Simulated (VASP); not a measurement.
# Zr2Ta (Fm-3m) in VASP: further runs

The runs below take Zr2Ta through single point, relaxation of cell and atoms, with PBE.

All numbers are computed with VASP 6.6.1; they aren't measurements. Logs are shortened: lines on timing, memory, paths and dates and some standing lists are left out, and cuts for length are marked.

## (1) The cell of the first run

The structure is cubic, space group Fm-3m (No. 225). The conventional cell has a = 6.603 Å, b = 6.603 Å, c = 6.603 Å, α = 90.00°, β = 90.00°, γ = 90.00°. Zr (site symmetry -43m) has 4 Ta at 2.86 Å and 6 Zr at 3.30 Å within 3.8 Å. Within 3.8 Å of Ta (site symmetry m-3m) lie 8 Zr at 2.86 Å.

## (2) Single point, PBE

INCAR

```
SYSTEM = Zr2Ta
PREC     = Accurate       ! precision mode
ENCUT    = 520            ! plane-wave cutoff, eV
EDIFF    = 1E-7           ! SCF threshold, eV
ISMEAR   = 0              ! smearing method
SIGMA    = 0.1            ! smearing width, eV
LREAL    = .False.        ! projectors in reciprocal space
LASPH    = .True.         ! aspherical terms in the spheres
NELM     = 80             ! most SCF steps
ALGO     = Fast           ! electronic algorithm
ISIF     = 2              ! what is computed and relaxed
LWAVE    = .False.        ! write WAVECAR
LCHARG   = .True.         ! write CHGCAR
GGA      = PE             ! functional
LELF     = .True.         ! ELF
LVHAR    = .True.       
NBANDS   = 24             ! bands
```

KPOINTS

```
Automatic mesh
0
Gamma
  6 6 6
  0 0 0
```

POSCAR

```
Zr2Ta
1.0
    0.0000000000      3.3013675774      3.3013675774
    3.3013675774      0.0000000000      3.3013675774
    3.3013675774      3.3013675774      0.0000000000
Zr Ta
2 1
Direct
    0.2500000000      0.2500000000      0.2500000000
    0.7500000000      0.7500000000      0.7500000000
    0.0000000000      0.0000000000      0.0000000000
```

Potentials or basis: VASP PAW PBE potentials, release 64 (Zr_sv, Ta_pv).

Run with:

```bash
cat potpaw_PBE.64/Zr_sv/POTCAR potpaw_PBE.64/Ta_pv/POTCAR > POTCAR
mpirun -np 1 vasp_std > vasp.out
```

OUTCAR:

```text
SYSTEM = Zr2Ta
   PREC = Accurate
   ENCUT = 520
   EDIFF = 1E-7
   ISMEAR = 0
   LREAL = .False.
   LASPH = .True.
   NELM = 80
   ISIF = 2
   GGA = PE

 ion  position               nearest neighbor table
   1  0.250  0.250  0.250-   3 2.86   3 2.86   3 2.86   3 2.86   2 3.30   2 3.30   2 3.30   2 3.30
                             2 3.30   2 3.30
   2  0.750  0.750  0.750-   3 2.86   3 2.86   3 2.86   3 2.86   1 3.30   1 3.30   1 3.30   1 3.30
                             1 3.30   1 3.30
   3  0.000  0.000  0.000-   2 2.86   2 2.86   2 2.86   1 2.86   2 2.86   1 2.86   1 2.86   1 2.86

  LATTYP: Found a face centered cubic cell.
 ALAT       =     6.6027351548

  Lattice vectors:

 A1 = (   0.0000000000,   3.3013675774,   3.3013675774)
 A2 = (   3.3013675774,   0.0000000000,   3.3013675774)
 A3 = (   3.3013675774,   3.3013675774,   0.0000000000)

Analysis of symmetry for initial positions (statically):
=====================================================================
 Subroutine PRICEL returns:
 Original cell was already a primitive cell.

 Routine SETGRP: Setting up the symmetry group for a
 face centered cubic supercell.

 Subroutine GETGRP returns: Found 48 space group operations
 (whereof 48 operations were pure point group operations)
 out of a pool of 48 trial point group operations.

The static configuration has the point symmetry O_h .

Analysis of symmetry for dynamics (positions and initial velocities):
=====================================================================
 Subroutine PRICEL returns:
 Original cell was already a primitive cell.

 Routine SETGRP: Setting up the symmetry group for a
 face centered cubic supercell.

 Subroutine GETGRP returns: Found 48 space group operations
 (whereof 48 operations were pure point group operations)
 out of a pool of 48 trial point group operations.

The dynamic configuration has the point symmetry O_h .

 Subroutine INISYM returns: Found 48 space group operations
 (whereof 48 operations are pure point group operations),
 and found     1 'primitive' translations

----------------------------------------------------------------------------------------

                                     Primitive cell

  volume of cell :      71.9634

  direct lattice vectors                    reciprocal lattice vectors
     0.000000000  3.301367577  3.301367577    -0.151452387  0.151452387  0.151452387
     3.301367577  0.000000000  3.301367577     0.151452387 -0.151452387  0.151452387
     3.301367577  3.301367577  0.000000000     0.151452387  0.151452387 -0.151452387
[... 77 lines left out ...]
   EDIFF  = 0.1E-06   stopping-criterion for ELM
   LREAL  =      F    real-space projection
   EDIFFG = 0.1E-05   stopping-criterion for IOM
   NSW    =      0    number of steps for IOM
   IBRION =     -1    ionic relax: 0-MD 1-quasi-New 2-CG
   NFREE  =      0    steps in history (QN), initial steepest desc. (CG)
   ISIF   =      2    stress and relaxation
   ISYM   =      2    0-nonsym 1-usesym 2-fastsym
   POTIM  = 0.5000    time-step for ionic-motion
   TEBEG  =    0.0;   TEEND  =   0.0 temperature during run
   PSTRESS=    0.0 pullay stress
   NELECT =      35.0000    total number of electrons
   NUPDOWN=      -1.0000    fix difference up-down
   EMIN   =  10.00;   EMAX   =-10.00  energy-range for DOS
   EFERMI =   0.00;   METHOD = LEGACY
   ISMEAR =     0;   SIGMA  =   0.10  broadening in eV -4-tet -1-fermi 0-gaus
   EFERMI_NEDOS =   21; number of points for ismear=-14 and -15
   IALGO  =     68    algorithm
   IMIX   =      4    mixing-type and parameters
     AMIX     =   0.40;   BMIX     =  1.00
     AMIX_MAG =   1.60;   BMIX_MAG =  1.00
  volume/ion in A,a.u.               =      23.99       161.88
  Fermi-wavevector in a.u.,A,eV,Ry     =   1.287440  2.432909 22.551677  1.657502
  Thomas-Fermi vector in A             =   2.419454
   LORBIT       =      0    0 simple, 1 ext, 2 COOP (PROOUT), +10 PAW based schemes
   GGA     = PE    functional components
   LHFCALC =     F    Hartree Fock is set to
   AEXX    =    0.0000 exact exchange contribution
   IVDW    =     0    specifies the selected vdW correction
   LEPSILON=     F    determine dielectric tensor
   LRPA    =     F    only Hartree local field effects (RPA)
 non-spin polarized calculation
 RMM-DIIS sequential band-by-band and
 Gauss-broadening in eV      SIGMA  =   0.10
  energy-cutoff  :      520.00
  volume of cell :       71.96
 maximum number of plane-waves:      1964
   NGX = 17   NGY = 17   NGZ = 17

 number of electron      35.0000002 magnetization

 Free energy of the ion-electron system (eV)
  ---------------------------------------------------
  ext. energy  EPLUGINS =         0.00000000
  ---------------------------------------------------
  free energy    TOTEN  =       -26.71960002 eV

  energy without entropy =      -26.70453368  energy(sigma->0) =      -26.71206685

 E-fermi :   6.4527     XC(G=0): -10.8156

 val. band max:        6.4370151468   @ k =   0.5000   0.3333   0.1667
 cond. band min:       6.4983910066   @ k =  -0.3333   0.1667   0.0000
 fundamental gap:      0.0613758598
 Fermi energy:         6.4526902564

 k-point     1 :       0.0000    0.0000    0.0000
  band No.  band energies     occupation
      1     -41.8151      2.00000
      2     -41.7150      2.00000
      3     -26.8432      2.00000
      4     -26.8432      2.00000
      5     -26.8432      2.00000
      6     -20.0155      2.00000
[... 421 lines left out ...]
     23       9.7916      0.00000
     24      10.0518      0.00000

------------------------ aborting loop because EDIFF is reached ----------------------------------------

  FORCE on cell =-STRESS in cart. coord.  units (eV):
  Direction    XX          YY          ZZ          XY          YZ          ZX
  --------------------------------------------------------------------------------------
  -------------------------------------------------------------------------------------
  Total        0.0398642      0.0398642      0.0398642      0.0000000     -0.0000000      0.0000000
  in kB        0.8875279      0.8875279      0.8875279      0.0000000     -0.0000000      0.0000000
  external PRESSURE =       0.8875279 kB  Pullay stress =       0.0000000 kB

 VOLUME and BASIS-vectors are now :
 -----------------------------------------------------------------------------
  energy-cutoff  :      520.00
  volume of cell :       71.96
      direct lattice vectors                 reciprocal lattice vectors
     0.000000000  3.301367577  3.301367577    -0.151452387  0.151452387  0.151452387
     3.301367577  0.000000000  3.301367577     0.151452387 -0.151452387  0.151452387
     3.301367577  3.301367577  0.000000000     0.151452387  0.151452387 -0.151452387

 POSITION                                       TOTAL-FORCE (eV/Angst)
 -----------------------------------------------------------------------------------
      1.65068      1.65068      1.65068         0.000000      0.000000      0.000000
      4.95205      4.95205      4.95205        -0.000000     -0.000000     -0.000000
      0.00000      0.00000      0.00000        -0.000000      0.000000     -0.000000
 -----------------------------------------------------------------------------------
    total drift:                                0.000000      0.000000      0.000000

  FREE ENERGIE OF THE ION-ELECTRON SYSTEM (eV)
  ---------------------------------------------------
  free  energy   TOTEN  =       -26.7196000222 eV

  energy  without entropy=      -26.7045336782  energy(sigma->0) =      -26.71206685
```

stdout:

```text
POSCAR found type information on POSCAR ZrTa
 POSCAR found :  2 types and       3 ions
[... 17 lines left out ...]
 num prob  num prob  num prob  num prob  num prob  num prob RMM:  26    -0.267195997035E+02   -0.15862E-06   -0.12687E-06   592   0.594E-03    0.488E-05
 num prob  num prob  num prob  num prob  num prob  num prob  num prob  num prob  num prob  num prob  num prob  num prob  num prob  num prob  num prob RMM:  27    -0.267195998252E+02   -0.12171E-06   -0.99840E-07   513   0.530E-03    0.457E-05
 num prob  num prob  num prob  num prob  num prob  num prob  num prob  num prob  num prob  num prob RMM:  28    -0.267195999381E+02   -0.11289E-06   -0.92993E-07   480   0.484E-03    0.794E-05
 num prob  num prob  num prob  num prob  num prob  num prob  num prob  num prob  num prob RMM:  29    -0.267196000222E+02   -0.84131E-07   -0.71015E-07   435   0.437E-03
```

Wall time 34 s (1 thread of Intel Xeon 6975P-C (Granite Rapids), shared host); peak memory 0.2 GiB.

What came out:

| Property | Result |
| --- | --- |
| Free energy | -26.7196 eV |
| Pressure | 0.1 GPa |

Caveat: spin-orbit coupling is left out, which moves the levels of the heavy elements.

## (3) Relaxation of cell and atoms, PBE

This run uses another cell than the first one, of 16.04 Å³/atom, 0.669 times its volume.

INCAR

```
  ALGO = Normal
  EDIFF = 1E-7
  EDIFFG = -0.04
  ENCUT = 600
  GGA = PE
  IBRION = 2
  ISIF = 3
  ISMEAR = 0
  LASPH = T
  LCHARG = F
  LREAL = F
  LWAVE = F
  NELM = 100
  NSW = 90
  PREC = Accurate
  SIGMA = 0.1
```

KPOINTS

```
k-points
0
Gamma
  6 6 6
```

POSCAR

```
Zr2Ta
1.0
    0.0000000000      2.8871468682      2.8871468682
    2.8871468682      0.0000000000      2.8871468682
    2.8871468682      2.8871468682      0.0000000000
Zr Ta
2 1
Direct
    0.2500000000      0.2500000000      0.2500000000
    0.7500000000      0.7500000000      0.7500000000
    0.0000000000      0.0000000000      0.0000000000
```

Potentials or basis: VASP PAW PBE potentials, release 64 (Zr_sv, Ta_pv).

Run with:

```bash
cat potpaw_PBE.64/Zr_sv/POTCAR potpaw_PBE.64/Ta_pv/POTCAR > POTCAR
mpirun -np 1 vasp_std > vasp.out
```

Wall time 90 s (1 thread of Intel Xeon 6975P-C (Granite Rapids), shared host); peak memory 0.22 GiB.

It converged, with:

* Free energy: -26.7104 eV
* Relaxed volume: 24.00 Å³/atom
* Relaxed cell: a = 4.670 Å, b = 4.670 Å, c = 4.670 Å, α = 60.00°, β = 60.00°, γ = 60.00°
* Space group after relaxing (to 0.05 Å): Fm-3m (No. 225)
* Energy gained by relaxing: 1472.5 meV/atom
* Ionic steps: 5
* Pressure after relaxing: 0.1 GPa

The path:
```tsv
step	energy change (eV)	largest force (eV/Å)	pressure (GPa)	volume (Å³)
1	0.0000	0.0000	81.98	48.13
2	0.7650	0.0000	-17.54	130.95
3	-4.3589	0.0000	-4.51	76.02
4	-4.4095	0.0000	-1.76	73.47
5	-4.4174	0.0000	0.06	72.01
```

Final structure:
```
Zr Ta
1.0
     0.00000    3.30204    3.30204
     3.30204    0.00000    3.30204
     3.30204    3.30204    0.00000
Zr Ta
2 1
Direct
  0.25000 0.25000 0.25000
  0.75000 0.75000 0.75000
  0.00000 0.00000 0.00000
```

Levels at points of the mesh, in eV from the Fermi level:
| k point | band 16 | band 17 | band 18 | band 19 | band 20 | band 21 |
| --- | --- | --- | --- | --- | --- | --- |
| (0.00, 0.00, 0.00) | -0.61 | -0.61 | 0.24 | 0.24 | 0.24 | 4.60 |
| (0.50, 0.00, 0.00) | -0.85 | -0.56 | -0.56 | 0.61 | 0.61 | 1.90 |
| (0.50, 0.50, 0.00) | -0.42 | -0.42 | -0.28 | 1.31 | 2.02 | 2.02 |

Caveat: the volume moved by over 15 % at a fixed basis, so the end points are rough; spin-orbit coupling is left out, which moves the levels of the heavy elements.

## (4) Single point, PBE

This run uses another cell than the first one, of 24.06 Å³/atom, 1.003 times its volume.

INCAR

```
PREC = Accurate ; ENCUT = 520
EDIFF = 1E-6 ; ISMEAR = 0
SIGMA = 0.1 ; LREAL = F
LASPH = T ; NELM = 80
ALGO = Fast ; ISIF = 2
LWAVE = F ; LCHARG = F
GGA = PE ; NBANDS = 24
```

KPOINTS

```
regular mesh
0
Gamma
  12 12 12
```

POSCAR

```
Zr2Ta
1.0
    0.0000000000      3.3048839517      3.3048839517
    3.3048839517      0.0000000000      3.3048839517
    3.3048839517      3.3048839517      0.0000000000
Zr Ta
2 1
Direct
    0.2500000000      0.2500000000      0.2500000000
    0.7500000000      0.7500000000      0.7500000000
    0.0000000000      0.0000000000      0.0000000000
```

Run with:

```bash
cat potpaw_PBE.64/Zr_sv/POTCAR potpaw_PBE.64/Ta_pv/POTCAR > POTCAR
mpirun -np 1 vasp_std > vasp.out
```

Run time: 96 s. Hardware: 1 thread of Intel Xeon 6975P-C (Granite Rapids), shared host; peak memory 0.28 GiB.

Results (log left out):

| Quantity | Value |
| --- | --- |
| Free energy | -26.7107 eV |
| Pressure | 0.0 GPa |

Levels at points of the mesh, in eV from the Fermi level:
| k point | band 14 | band 15 | band 16 | band 17 | band 18 | band 19 | band 20 | band 21 | band 22 | band 23 |
| --- | --- | --- | --- | --- | --- | --- | --- | --- | --- | --- |
| (0.00, 0.00, 0.00) | -2.22 | -0.67 | -0.67 | -0.67 | 0.18 | 0.18 | 0.18 | 4.52 | 4.52 | 4.58 |
| (0.50, 0.00, 0.00) | -1.09 | -1.09 | -0.91 | -0.62 | -0.62 | 0.54 | 0.54 | 1.83 | 1.83 | 1.97 |
| (0.50, 0.50, 0.00) | -2.08 | -1.64 | -0.48 | -0.48 | -0.34 | 1.25 | 1.95 | 1.95 | 2.87 | 2.87 |

Caveat: spin-orbit coupling is left out, which moves the levels of the heavy elements.

## (5) Overview

| task | cell | k mesh | cutoff (eV) | gap on the mesh (eV) | pressure (GPa) |
| --- | --- | --- | --- | --- | --- |
| single point | a = 4.669 Å, angles 60.0°, 3 atoms | 6 × 6 × 6 | 520 | none | 0.1 |
| relaxation of cell and atoms | relaxed from a = 4.083 Å, angles 60.0°, 3 atoms | 6 × 6 × 6 | 600 | none | 0.1 |
| single point | a = 4.674 Å, angles 60.0°, 3 atoms | 12 × 12 × 12 | 520 | none | 0.0 |

Alike in all rows: level PBE; potentials or basis VASP PAW PBE potentials, release 64 (Zr_sv, Ta_pv); no spin polarisation; smearing gaussian 0.1 eV.

Caveats: spin-orbit coupling is left out, which moves the levels of the heavy elements; the volume moved by over 15 % at a fixed basis, so the end points are rough (some runs).

Total energies depend on the potentials used, so only differences within one code and one set of settings carry meaning.
